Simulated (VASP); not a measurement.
# LaB6 (P1) in VASP: single point with PBEsol

Aim: the single point of LaB6 with PBEsol.

Everything below comes from runs of VASP 6.6.1. Logs are shortened: lines on timing, memory, paths and dates and some standing lists are left out, and cuts for length are marked.

### 1 The cell of the first run

The typed cell holds 14 atoms: a = 6.062 Å, b = 6.062 Å, c = 6.062 Å, α = 60.00°, β = 60.00°, γ = 60.00°.

### 2 Single point, PBEsol

INCAR

```
SYSTEM = LaB6
  PREC = Accurate
  ENCUT = 520
  EDIFF = 1E-6
  ISMEAR = -1
  SIGMA = 0.17
  LREAL = .False.
  LASPH = .True.
  NELM = 100
  ALGO = Normal
  ISIF = 2
  LWAVE = .False.
  LCHARG = .False.
  GGA = PS
  NBANDS = 42
```

KPOINTS

```
Automatic mesh
0
Gamma
  3 3 3
  0 0 0
```

POSCAR

```
LaB6
1.0
    0.0000000000      4.2866550000      4.2866550000
    4.2866550000      0.0000000000      4.2866550000
    4.2866550000      4.2866550000      0.0000000000
La B
2 12
Direct
    0.0133204095     -0.0402411671      0.0902568553
    0.4907089561      0.5512456682      0.5017665289
    0.1402492153      0.3847055571      0.4021317321
    0.4106115374      0.0661004909      0.1346854365
    0.4282593304      0.3551487115      0.1193238084
    0.1142732504      0.0742653654      0.4633099701
    0.1069831839      0.3651098584      0.1287717346
    0.4455805284      0.0656339267      0.4308137697
    0.5988002300      0.8805817123      0.9301075081
    0.9445593359      0.5862379874      0.6171012130
    0.9021253168      0.8581749639      0.6533532556
    0.6380266198      0.5463000871      0.9611923516
    0.6163897025      0.9107450915      0.6315297126
    0.9142326593      0.5578242242      0.9363244768
```

Potentials or basis: VASP PAW PBE potentials, release 64 (La, B).

The run is started by

```sh
$ cat potpaw_PBE.64/La/POTCAR potpaw_PBE.64/B/POTCAR > POTCAR
$ mpirun -np 1 vasp_std > vasp.out
```

OUTCAR:

```text
SYSTEM = LaB6
   PREC = Accurate
   ENCUT = 520
   EDIFF = 1E-6
   ISMEAR = -1
   LREAL = .False.
   LASPH = .True.
   NELM = 100
   ISIF = 2
   GGA = PS

 ion  position               nearest neighbor table
   1  0.013  0.960  0.090-  10 2.81  13 2.91  11 2.92   3 2.92   7 2.92   8 2.92
   2  0.491  0.551  0.502-   4 2.75   6 2.81   8 2.81   9 2.92
   3  0.140  0.385  0.402-   5 1.74  10 1.79   6 1.80   7 1.83   8 1.90   1 2.92
   4  0.411  0.066  0.135-   9 1.67   5 1.76   7 1.83   6 1.91   8 1.91   2 2.75
   5  0.428  0.355  0.119-   3 1.74  12 1.74   4 1.76   8 1.83   7 1.89
   6  0.114  0.074  0.463-   3 1.80  11 1.84   8 1.89   4 1.91   7 1.91   2 2.81
   7  0.107  0.365  0.129-  14 1.65   4 1.83   3 1.83   5 1.89   6 1.91   1 2.92
   8  0.446  0.066  0.431-  13 1.61   5 1.83   6 1.89   3 1.90   4 1.91   2 2.81   1 2.92
   9  0.599  0.881  0.930-   4 1.67  13 1.68  11 1.76  12 1.84  14 1.93   2 2.92
  10  0.945  0.586  0.617-  11 1.65  14 1.78   3 1.79  13 1.98  12 1.98   1 2.81
  11  0.902  0.858  0.653-  10 1.65  13 1.66   9 1.76  14 1.77   6 1.84   1 2.92
  12  0.638  0.546  0.961-  14 1.64   5 1.74   9 1.84  10 1.98  13 2.11
  13  0.616  0.911  0.632-   8 1.61  11 1.66   9 1.68  10 1.98  12 2.11   1 2.91
  14  0.914  0.558  0.936-  12 1.64   7 1.65  11 1.77  10 1.78   9 1.93

  LATTYP: Found a face centered cubic cell.
 ALAT       =     8.5733100000

  Lattice vectors:

 A1 = (   0.0000000000,   4.2866550000,   4.2866550000)
 A2 = (   4.2866550000,   0.0000000000,   4.2866550000)
 A3 = (   4.2866550000,   4.2866550000,   0.0000000000)

Analysis of symmetry for initial positions (statically):
=====================================================================
 Subroutine PRICEL returns:
 Original cell was already a primitive cell.

 Routine SETGRP: Setting up the symmetry group for a
 face centered cubic supercell.

 Subroutine GETGRP returns: Found  1 space group operations
 (whereof  1 operations were pure point group operations)
 out of a pool of 48 trial point group operations.

The static configuration has the point symmetry C_1 .

Analysis of symmetry for dynamics (positions and initial velocities):
=====================================================================
 Subroutine PRICEL returns:
 Original cell was already a primitive cell.

 Routine SETGRP: Setting up the symmetry group for a
 face centered cubic supercell.

 Subroutine GETGRP returns: Found  1 space group operations
 (whereof  1 operations were pure point group operations)
 out of a pool of 48 trial point group operations.

The dynamic configuration has the point symmetry C_1 .

 Subroutine INISYM returns: Found  1 space group operations
 (whereof  1 operations are pure point group operations),
 and found     1 'primitive' translations

----------------------------------------------------------------------------------------

                                     Primitive cell

  volume of cell :     157.5381

  direct lattice vectors                    reciprocal lattice vectors
     0.000000000  4.286655000  4.286655000    -0.116641064  0.116641064  0.116641064
     4.286655000  0.000000000  4.286655000     0.116641064 -0.116641064  0.116641064
     4.286655000  4.286655000  0.000000000     0.116641064  0.116641064 -0.116641064

  length of vectors
     6.062245638  6.062245638  6.062245638     0.202028249  0.202028249  0.202028249

  position of ions in fractional coordinates (direct lattice)
     0.013320409  0.959758833  0.090256855
     0.490708956  0.551245668  0.501766529
     0.140249215  0.384705557  0.402131732
     0.410611537  0.066100491  0.134685436
     0.428259330  0.355148711  0.119323808
     0.114273250  0.074265365  0.463309970
     0.106983184  0.365109858  0.128771735
     0.445580528  0.065633927  0.430813770
     0.598800230  0.880581712  0.930107508
     0.944559336  0.586237987  0.617101213
     0.902125317  0.858174964  0.653353256
     0.638026620  0.546300087  0.961192352
     0.616389703  0.910745091  0.631529713
     0.914232659  0.557824224  0.936324477

  ion indices of the primitive-cell ions
   primitive index   ion index
                 1           1
                 2           2
                 3           3
                 4           4
                 5           5
                 6           6
                 7           7
                 8           8
                 9           9
                10          10
                11          11
                12          12
                13          13
                14          14

----------------------------------------------------------------------------------------

 KPOINTS: Automatic mesh

Automatic generation of k-mesh.
 Grid dimensions read from file:
 generate k-points for:    3    3    3

 Generating k-lattice:

  Cartesian coordinates                     Fractional coordinates (reciprocal lattice)
    -0.038880355  0.038880355  0.038880355     0.333333333  0.000000000  0.000000000
     0.038880355 -0.038880355  0.038880355     0.000000000  0.333333333  0.000000000
     0.038880355  0.038880355 -0.038880355     0.000000000  0.000000000  0.333333333

  Length of vectors
     0.067342750  0.067342750  0.067342750

  Shift w.r.t. Gamma in fractional coordinates (k-lattice)
     0.000000000  0.000000000  0.000000000

 Subroutine IBZKPT returns following result:
 ===========================================

 Found     14 irreducible k-points:

 Following reciprocal coordinates:
            Coordinates               Weight
  0.000000  0.000000  0.000000      1.000000
  0.333333  0.000000  0.000000      2.000000
  0.000000  0.333333  0.000000      2.000000
  0.000000  0.000000  0.333333      2.000000
  0.333333  0.333333  0.333333      2.000000
  0.333333  0.333333  0.000000      2.000000
  0.000000  0.333333  0.333333      2.000000
  0.333333  0.000000  0.333333      2.000000
 -0.333333  0.333333  0.000000      2.000000
  0.000000 -0.333333  0.333333      2.000000
  0.333333  0.000000 -0.333333      2.000000
  0.333333  0.333333 -0.333333      2.000000
 -0.333333  0.333333 -0.333333      2.000000
  0.333333 -0.333333 -0.333333      2.000000
   k-points           NKPTS =     14   k-points in BZ     NKDIM =     14   number of bands    NBANDS=     42
   number of dos      NEDOS =    301   number of ions     NIONS =     14
   total plane-waves  NPLWV = 110592
   dimension x,y,z NGX =    48 NGY =   48 NGZ =   48
   dimension x,y,z NGXF=    96 NGYF=   96 NGZF=   96
   ions per type =               2  12
   NGX,Y,Z   is equivalent  to a cutoff of  13.16, 13.16, 13.16 a.u.
   NGXF,Y,Z  is equivalent  to a cutoff of  26.33, 26.33, 26.33 a.u.
 SYSTEM =  LaB6
   PREC   = accura    normal or accurate (medium, high low for compatibility)
   ISTART =      0    job   : 0-new  1-cont  2-samecut
   ICHARG =      2    charge: 1-file 2-atom 10-const
   ISPIN  =      1    spin polarized calculation?
   LNONCOLLINEAR =      F non collinear calculations
   LSORBIT =      F    spin-orbit coupling
   LASPH  =      T    aspherical Exc in radial PAW
   ENCUT  =  520.0 eV  38.22 Ry    6.18 a.u.  11.27 11.27 11.27*2*pi/ulx,y,z
   NELM   =    100;   NELMIN=  2; NELMDL= -5     # of ELM steps
   EDIFF  = 0.1E-05   stopping-criterion for ELM
   LREAL  =      F    real-space projection
[... 7 lines left out ...]
   TEBEG  =    0.0;   TEEND  =   0.0 temperature during run
   PSTRESS=    0.0 pullay stress
   NELECT =      58.0000    total number of electrons
   NUPDOWN=      -1.0000    fix difference up-down
   EMIN   =  10.00;   EMAX   =-10.00  energy-range for DOS
   EFERMI =   0.00;   METHOD = LEGACY
   ISMEAR =    -1;   SIGMA  =   0.17  broadening in eV -4-tet -1-fermi 0-gaus
   EFERMI_NEDOS =   21; number of points for ismear=-14 and -15
   IALGO  =     38    algorithm
   IMIX   =      4    mixing-type and parameters
     AMIX     =   0.40;   BMIX     =  1.00
     AMIX_MAG =   1.60;   BMIX_MAG =  1.00
  volume/ion in A,a.u.               =      11.25        75.94
  Fermi-wavevector in a.u.,A,eV,Ry     =   1.173336  2.217283 18.731369  1.376717
  Thomas-Fermi vector in A             =   2.309750
   LORBIT       =      0    0 simple, 1 ext, 2 COOP (PROOUT), +10 PAW based schemes
   GGA     = PS    functional components
   LHFCALC =     F    Hartree Fock is set to
   AEXX    =    0.0000 exact exchange contribution
   IVDW    =     0    specifies the selected vdW correction
   LEPSILON=     F    determine dielectric tensor
   LRPA    =     F    only Hartree local field effects (RPA)
 non-spin polarized calculation
  energy-cutoff  :      520.00
  volume of cell :      157.54
 maximum number of plane-waves:      4279
 NGX is ok and might be reduce to    48
   NGX = 23   NGY = 23   NGZ = 23

 number of electron      57.9999999 magnetization

 Free energy of the ion-electron system (eV)
  ---------------------------------------------------
  ext. energy  EPLUGINS =         0.00000000
  ---------------------------------------------------
  free energy    TOTEN  =      -100.03817407 eV

  energy without entropy =      -99.78403175  energy(sigma->0) =      -99.91110291

 E-fermi :   7.5383     XC(G=0): -10.9396

 val. band max:        7.4899047128   @ k =  -0.3333   0.3333  -0.3333
 cond. band min:       7.5551322731   @ k =   0.3333   0.0000  -0.3333
 fundamental gap:      0.0652275604
 Fermi energy:         7.5383307891

 k-point     1 :       0.0000    0.0000    0.0000
  band No.  band energies     occupation
      1     -25.5567      2.00000
      2     -25.4883      2.00000
      3      -9.6170      2.00000
      4      -9.5383      2.00000
      5      -9.4748      2.00000
      6      -9.3524      2.00000
[... 605 lines left out ...]
     40       9.5339      0.00002
     41       9.5509      0.00001
 [bands above 41 left out]

------------------------ aborting loop because EDIFF is reached ----------------------------------------

  FORCE on cell =-STRESS in cart. coord.  units (eV):
  Direction    XX          YY          ZZ          XY          YZ          ZX
  --------------------------------------------------------------------------------------
  -------------------------------------------------------------------------------------
  Total      -12.8575121    -10.0606363     -9.5623145      1.0303907      0.5856601      2.1733608
  in kB     -130.7621140   -102.3176226    -97.2496432     10.4791713      5.9562181     22.1032853
  external PRESSURE =    -110.1097933 kB  Pullay stress =       0.0000000 kB

 VOLUME and BASIS-vectors are now :
 -----------------------------------------------------------------------------
  energy-cutoff  :      520.00
  volume of cell :      157.54
      direct lattice vectors                 reciprocal lattice vectors
     0.000000000  4.286655000  4.286655000    -0.116641064  0.116641064  0.116641064
     4.286655000  0.000000000  4.286655000     0.116641064 -0.116641064  0.116641064
     4.286655000  4.286655000  0.000000000     0.116641064  0.116641064 -0.116641064

 POSITION                                       TOTAL-FORCE (eV/Angst)
 -----------------------------------------------------------------------------------
      4.50105      0.44400      4.17125        -0.606754     -0.711851      0.508517
      4.51390      4.25440      4.46650        -0.838932      1.188419     -1.029133
      3.37290      2.32500      2.25030         1.074259      0.403678     -0.855982
      0.86070      2.33750      2.04350         1.092107      0.313992      0.224484
      2.03390      2.34730      3.35820         0.768792      0.385125      0.781298
      2.30440      2.47590      0.80820        -0.799280     -0.596189      0.167819
      2.11710      1.01060      2.02370         0.498043      2.542180      0.670238
      2.12810      3.75680      2.19140         0.529241     -3.628146     -0.520781
      7.76180      6.55390      6.34160        -0.428307      1.184858     -0.691173
      5.15830      6.69430      6.56200        -0.756616     -0.568180     -1.773069
      6.47940      6.66780      7.54580         1.019397      1.095023      3.976992
      6.46210      6.85530      5.07680        -0.596715     -2.512521     -0.697980
      6.61120      5.34940      6.54630        -1.415131      0.631301     -1.489816
      6.40490      7.93270      6.31020         0.459894      0.272312      0.728586
 -----------------------------------------------------------------------------------
    total drift:                               -0.000101      0.000111      0.000062

  FREE ENERGIE OF THE ION-ELECTRON SYSTEM (eV)
  ---------------------------------------------------
  free  energy   TOTEN  =      -100.0381740688 eV

  energy  without entropy=      -99.7840317453  energy(sigma->0) =      -99.91110291
```

Wall time 2.4 min (1 thread of Intel Xeon Platinum 8488C (Sapphire Rapids), shared host); peak memory 0.35 GiB.

What came out:

* Free energy: -100.0382 eV
* Pressure: -11.0 GPa
* Largest force: 4.249 eV/Å
* Band gap on the k mesh: zero (band 29 reaches 7.82 eV, above the bottom of band 30 at 7.49 eV)

Forces on the atoms (eV/Å):
```
La  -0.607 -0.712  0.509
La  -0.839  1.188 -1.029
B    1.074  0.404 -0.856
B    1.092  0.314  0.224
B    0.769  0.385  0.781
B   -0.799 -0.596  0.168
B    0.498  2.542  0.670
B    0.529 -3.628 -0.521
B   -0.428  1.185 -0.691
B   -0.757 -0.568 -1.773
B    1.019  1.095  3.977
B   -0.597 -2.513 -0.698
B   -1.415  0.631 -1.490
B    0.460  0.272  0.729
```

Levels at points of the mesh, in eV from the Fermi level:
```csv
k point,band 25,band 26,band 27,band 28,band 29,band 30,band 31,band 32,band 33,band 34
"(0.00, 0.00, 0.00)",-2.05,-1.90,-1.55,-1.00,-0.18,0.21,0.39,1.15,1.31,1.58
```

Caveat: the k points lie up to 0.42 Å⁻¹ apart; the PAW data sets were made with another functional, which shifts forces and pressure a little; spin-orbit coupling is left out, which moves the levels of the heavy elements.
